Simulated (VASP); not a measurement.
# Mg3Sb2 (P-3m1) in VASP: further runs

Aim: see how the results for Mg3Sb2 move with the level of theory and the settings. Levels: PBE, r2SCAN. Tasks: single point.

All numbers are computed with VASP 6.6.1; they aren't measurements. Logs are shortened: lines on timing, memory, paths and dates and some standing lists are left out, and cuts for length are marked.

### Step 1. The cell of the first run

The structure is trigonal, space group P-3m1 (No. 164). Conventional cell: a = 4.570 Å, b = 4.570 Å, c = 7.240 Å, α = 90.00°, β = 90.00°, γ = 120.00°. Mg (site symmetry 3m) has 4 Sb at 2.82 to 2.93 Å and 3 Mg at 3.27 Å within 3.7 Å. Mg (site symmetry -3m) has 6 Sb at 3.12 Å and 6 Mg at 3.74 Å within 4.1 Å. Sb (site symmetry 3m) has 7 Mg at 2.82 to 3.12 Å within 3.7 Å.

### Step 2. Single point, PBE

The input, INCAR:

```
PREC = Accurate
ENCUT = 600
EDIFF = 1E-6
ISMEAR = 0
SIGMA = 0.01
LREAL = F
LASPH = T
NELM = 120
ALGO = Normal
ISIF = 2
LWAVE = F
LCHARG = F
GGA = PE
NBANDS = 16
GGA_COMPAT = F
```

The input, KPOINTS:

```
regular mesh
0
Gamma
  6 6 4
```

The input, POSCAR:

```
Mg3Sb2
1.0
    4.5696659257      0.0000000000      0.0000000000
   -2.2848329629      3.9574467785      0.0000000000
    0.0000000000      0.0000000000      7.2399975013
Mg Sb
3 2
Direct
    0.3333333333      0.6666666667      0.6336571751
    0.6666666667      0.3333333333      0.3663428249
    0.0000000000      0.0000000000      0.0000000000
    0.3333333333      0.6666666667      0.2287531121
    0.6666666667      0.3333333333      0.7712468879
```

Potentials or basis: VASP PAW PBE potentials, release 64 (Mg, Sb).

The run is started by

```bash
cat potpaw_PBE.64/Mg/POTCAR potpaw_PBE.64/Sb/POTCAR > POTCAR
mpirun -np 1 vasp_std > vasp.out
```

OUTCAR:

```text
PREC = Accurate
   ENCUT = 600
   EDIFF = 1E-6
   ISMEAR = 0
   LREAL = F
   LASPH = T
   NELM = 120
   ISIF = 2
   GGA = PE

 ion  position               nearest neighbor table
   1  0.333  0.667  0.634-   5 2.82   5 2.82   5 2.82   4 2.93   2 3.27   2 3.27   2 3.27
   2  0.667  0.333  0.366-   4 2.82   4 2.82   4 2.82   5 2.93   1 3.27   1 3.27   1 3.27
   3  0.000  0.000  0.000-   4 3.12   5 3.12   5 3.12   4 3.12   5 3.12   4 3.12
   4  0.333  0.667  0.229-   2 2.82   2 2.82   2 2.82   1 2.93   3 3.12   3 3.12   3 3.12
   5  0.667  0.333  0.771-   1 2.82   1 2.82   1 2.82   2 2.93   3 3.12   3 3.12   3 3.12

  LATTYP: Found a hexagonal cell.
 ALAT       =     4.5696659257
 C/A-ratio  =     1.5843603491

  Lattice vectors:

 A1 = (   4.5696659257,   0.0000000000,   0.0000000000)
 A2 = (  -2.2848329629,   3.9574467785,   0.0000000000)
 A3 = (   0.0000000000,   0.0000000000,   7.2399975013)

Analysis of symmetry for initial positions (statically):
=====================================================================
 Subroutine PRICEL returns:
 Original cell was already a primitive cell.

 Routine SETGRP: Setting up the symmetry group for a
 hexagonal supercell.

 Subroutine GETGRP returns: Found 12 space group operations
 (whereof 12 operations were pure point group operations)
 out of a pool of 24 trial point group operations.

The static configuration has the point symmetry D_3d.

Analysis of symmetry for dynamics (positions and initial velocities):
=====================================================================
 Subroutine PRICEL returns:
 Original cell was already a primitive cell.

 Routine SETGRP: Setting up the symmetry group for a
 hexagonal supercell.

 Subroutine GETGRP returns: Found 12 space group operations
 (whereof 12 operations were pure point group operations)
 out of a pool of 24 trial point group operations.

The dynamic configuration has the point symmetry D_3d.

 Subroutine INISYM returns: Found 12 space group operations
 (whereof 12 operations are pure point group operations),
 and found     1 'primitive' translations

----------------------------------------------------------------------------------------

                                     Primitive cell

  volume of cell :     130.9296

  direct lattice vectors                    reciprocal lattice vectors
     4.569665926  0.000000000  0.000000000     0.218834378  0.126344087  0.000000000
    -2.284832963  3.957446779  0.000000000     0.000000000  0.252688174  0.000000000
     0.000000000  0.000000000  7.239997501     0.000000000  0.000000000  0.138121595

  length of vectors
     4.569665926  4.569665926  7.239997501     0.252688174  0.252688174  0.138121595

  position of ions in fractional coordinates (direct lattice)
     0.333333333  0.666666667  0.633657175
     0.666666667  0.333333333  0.366342825
     0.000000000  0.000000000  0.000000000
     0.333333333  0.666666667  0.228753112
     0.666666667  0.333333333  0.771246888

  ion indices of the primitive-cell ions
   primitive index   ion index
                 1           1
                 2           2
                 3           3
                 4           4
                 5           5

----------------------------------------------------------------------------------------

 KPOINTS: regular mesh

Automatic generation of k-mesh.
 Grid dimensions read from file:
 generate k-points for:    6    6    4

 Generating k-lattice:

  Cartesian coordinates                     Fractional coordinates (reciprocal lattice)
     0.036472396  0.021057348  0.000000000     0.166666667 -0.000000000  0.000000000
     0.000000000  0.042114696  0.000000000     0.000000000  0.166666667  0.000000000
     0.000000000  0.000000000  0.034530399     0.000000000  0.000000000  0.250000000

  Length of vectors
     0.042114696  0.042114696  0.034530399

  Shift w.r.t. Gamma in fractional coordinates (k-lattice)
     0.000000000  0.000000000  0.000000000

 Subroutine IBZKPT returns following result:
 ===========================================

 Found     24 irreducible k-points:

 Following reciprocal coordinates:
            Coordinates               Weight
  0.000000  0.000000  0.000000      1.000000
  0.166667  0.000000  0.000000      6.000000
  0.333333  0.000000  0.000000      6.000000
  0.500000  0.000000  0.000000      3.000000
  0.166667  0.166667  0.000000      6.000000
  0.333333  0.166667  0.000000     12.000000
[... 16 lines left out ...]
  0.333333  0.166667  0.500000     12.000000
  0.333333  0.333333  0.500000      2.000000
   k-points           NKPTS =     24   k-points in BZ     NKDIM =     24   number of bands    NBANDS=     16
   number of dos      NEDOS =    301   number of ions     NIONS =      5
   total plane-waves  NPLWV =  96000
   dimension x,y,z NGX =    40 NGY =   40 NGZ =   60
   dimension x,y,z NGXF=    80 NGYF=   80 NGZF=  120
   ions per type =               3   2
   NGX,Y,Z   is equivalent  to a cutoff of  14.55, 14.55, 13.78 a.u.
   NGXF,Y,Z  is equivalent  to a cutoff of  29.10, 29.10, 27.55 a.u.
 SYSTEM =  unknown system
   PREC   = accura    normal or accurate (medium, high low for compatibility)
   ISTART =      0    job   : 0-new  1-cont  2-samecut
   ICHARG =      2    charge: 1-file 2-atom 10-const
   ISPIN  =      1    spin polarized calculation?
   LNONCOLLINEAR =      F non collinear calculations
   LSORBIT =      F    spin-orbit coupling
   LASPH  =      T    aspherical Exc in radial PAW
   ENCUT  =  600.0 eV  44.10 Ry    6.64 a.u.   9.13  9.13 14.46*2*pi/ulx,y,z
   NELM   =    120;   NELMIN=  2; NELMDL= -5     # of ELM steps
   EDIFF  = 0.1E-05   stopping-criterion for ELM
   LREAL  =      F    real-space projection
   EDIFFG = 0.1E-04   stopping-criterion for IOM
   NSW    =      0    number of steps for IOM
   IBRION =     -1    ionic relax: 0-MD 1-quasi-New 2-CG
   NFREE  =      0    steps in history (QN), initial steepest desc. (CG)
   ISIF   =      2    stress and relaxation
   ISYM   =      2    0-nonsym 1-usesym 2-fastsym
   POTIM  = 0.5000    time-step for ionic-motion
   TEBEG  =    0.0;   TEEND  =   0.0 temperature during run
   PSTRESS=    0.0 pullay stress
   NELECT =      16.0000    total number of electrons
   NUPDOWN=      -1.0000    fix difference up-down
   EMIN   =  10.00;   EMAX   =-10.00  energy-range for DOS
   EFERMI =   0.00;   METHOD = LEGACY
   ISMEAR =     0;   SIGMA  =   0.01  broadening in eV -4-tet -1-fermi 0-gaus
   EFERMI_NEDOS =   21; number of points for ismear=-14 and -15
   IALGO  =     38    algorithm
   IMIX   =      4    mixing-type and parameters
     AMIX     =   0.40;   BMIX     =  1.00
     AMIX_MAG =   1.60;   BMIX_MAG =  1.00
  volume/ion in A,a.u.               =      26.19       176.71
  Fermi-wavevector in a.u.,A,eV,Ry     =   0.812398  1.535210  8.979716  0.659990
  Thomas-Fermi vector in A             =   1.921933
   LORBIT       =      0    0 simple, 1 ext, 2 COOP (PROOUT), +10 PAW based schemes
   GGA     = PE    functional components
   LHFCALC =     F    Hartree Fock is set to
   AEXX    =    0.0000 exact exchange contribution
   IVDW    =     0    specifies the selected vdW correction
   LEPSILON=     F    determine dielectric tensor
   LRPA    =     F    only Hartree local field effects (RPA)
 non-spin polarized calculation
 Gauss-broadening in eV      SIGMA  =   0.01
  energy-cutoff  :      600.00
  volume of cell :      130.93
 maximum number of plane-waves:      4396
 NGX is ok and might be reduce to    40
   NGX = 19   NGY = 19   NGZ = 29

 number of electron      16.0000000 magnetization

 Free energy of the ion-electron system (eV)
  ---------------------------------------------------
  ext. energy  EPLUGINS =         0.00000000
  ---------------------------------------------------
  free energy    TOTEN  =       -14.62392914 eV

  energy without entropy =      -14.62392914  energy(sigma->0) =      -14.62392914

 E-fermi :   4.5214     XC(G=0):  -8.7903

 val. band max:        4.4752125501   @ k =   0.0000   0.0000   0.0000
 cond. band min:       4.7169199785   @ k =   0.3333   0.3333   0.0000
 fundamental gap:      0.2417074285
 Fermi energy:         4.5214200925

 k-point     1 :       0.0000    0.0000    0.0000
  band No.  band energies     occupation
      1      -5.8330      2.00000
      2      -4.5969      2.00000
      3      -0.4474      2.00000
      4       3.3763      2.00000
      5       3.3763      2.00000
      6       4.0795      2.00000
[... 8 lines left out ...]
     15       8.5605      0.00000
     16       9.5099      0.00000

 k-point     2 :       0.1667    0.0000    0.0000
  band No.  band energies     occupation
      1      -5.6438      2.00000
      2      -4.4886      2.00000
      3      -0.2087      2.00000
      4       1.9847      2.00000
      5       2.7813      2.00000
      6       2.9305      2.00000
[... 8 lines left out ...]
     15       8.5630      0.00000
     16       9.0677      0.00000

 k-point     3 :       0.3333    0.0000    0.0000
  band No.  band energies     occupation
      1      -5.1472      2.00000
      2      -4.2985      2.00000
      3       0.3119      2.00000
      4       0.5794      2.00000
      5       1.3253      2.00000
      6       2.3823      2.00000
[... 8 lines left out ...]
     15       9.9017      0.00000
     16      10.0287      0.00000

 k-point     4 :       0.5000    0.0000    0.0000
  band No.  band energies     occupation
      1      -4.7331      2.00000
      2      -4.3122      2.00000
      3      -0.2051      2.00000
      4       0.6867      2.00000
      5       1.2377      2.00000
      6       2.1752      2.00000
[... 8 lines left out ...]
     15      10.2418      0.00000
     16      10.7979      0.00000
[... 324 lines left out ...]
 k-point    22 :       0.1667    0.1667    0.5000
  band No.  band energies     occupation
      1      -4.9339      2.00000
      2      -4.8242      2.00000
      3       0.6618      2.00000
      4       0.7750      2.00000
      5       2.3144      2.00000
      6       2.4035      2.00000
[... 8 lines left out ...]
     15       8.8508      0.00000
     16       9.6597      0.00000

 k-point    23 :       0.3333    0.1667    0.5000
  band No.  band energies     occupation
      1      -4.5450      2.00000
      2      -4.4996      2.00000
      3      -0.1217      2.00000
      4       0.1146      2.00000
      5       1.5174      2.00000
      6       1.8683      2.00000
[... 8 lines left out ...]
     15      10.0601      0.00000
     16      10.1538      0.00000

 k-point    24 :       0.3333    0.3333    0.5000
  band No.  band energies     occupation
      1      -4.3891      2.00000
      2      -4.3891      2.00000
      3       0.1639      2.00000
      4       0.1639      2.00000
      5       0.4862      2.00000
      6       1.1195      2.00000
[... 8 lines left out ...]
     15       9.6102      0.00000
     16       9.9739      0.00000

------------------------ aborting loop because EDIFF is reached ----------------------------------------

  FORCE on cell =-STRESS in cart. coord.  units (eV):
  Direction    XX          YY          ZZ          XY          YZ          ZX
  --------------------------------------------------------------------------------------
  -------------------------------------------------------------------------------------
  Total        0.7994979      0.7994979      0.6131129     -0.0000000      0.0000000     -0.0000000
  in kB        9.7834031      9.7834031      7.5026218     -0.0000000      0.0000000     -0.0000000
  external PRESSURE =       9.0231427 kB  Pullay stress =       0.0000000 kB

 VOLUME and BASIS-vectors are now :
 -----------------------------------------------------------------------------
  energy-cutoff  :      600.00
  volume of cell :      130.93
      direct lattice vectors                 reciprocal lattice vectors
     4.569665926  0.000000000  0.000000000     0.218834378  0.126344087  0.000000000
    -2.284832963  3.957446779  0.000000000     0.000000000  0.252688174  0.000000000
     0.000000000  0.000000000  7.239997501     0.000000000  0.000000000  0.138121595

 POSITION                                       TOTAL-FORCE (eV/Angst)
 -----------------------------------------------------------------------------------
     -0.00000      2.63830      4.58768        -0.000000      0.000000     -0.031564
      2.28483      1.31915      2.65232        -0.000000     -0.000000      0.031564
      0.00000      0.00000      0.00000        -0.000000      0.000000      0.000000
     -0.00000      2.63830      1.65617         0.000000      0.000000     -0.176934
      2.28483      1.31915      5.58383        -0.000000      0.000000      0.176934
 -----------------------------------------------------------------------------------
    total drift:                               -0.000000      0.000000      0.000000

  FREE ENERGIE OF THE ION-ELECTRON SYSTEM (eV)
  ---------------------------------------------------
  free  energy   TOTEN  =       -14.6239291419 eV

  energy  without entropy=      -14.6239291419  energy(sigma->0) =      -14.62392914
```

Wall time 27 s (1 thread of Intel Xeon 6975P-C (Granite Rapids), shared host); peak memory 0.3 GiB.

Results:

| Item | Value |
| --- | --- |
| Free energy | -14.6239 eV |
| Pressure | 0.9 GPa |
| Largest force | 0.177 eV/Å |
| Band gap on the k mesh | 0.24 eV, indirect (least direct gap 1.11 eV) |

Forces on the atoms (eV/Å):
```
Mg   0.000  0.000 -0.032
Mg   0.000  0.000  0.032
Mg   0.000  0.000  0.000
Sb   0.000  0.000 -0.177
Sb   0.000  0.000  0.177
```

Stress tensor (GPa, compression positive):
```
0.98 0.00 0.00
0.00 0.98 0.00
0.00 0.00 0.75
```

Caveat: spin-orbit coupling is left out, which moves the levels of the heavy elements. A k mesh can miss the band edges.

(Part 1 of 2 ends here.)
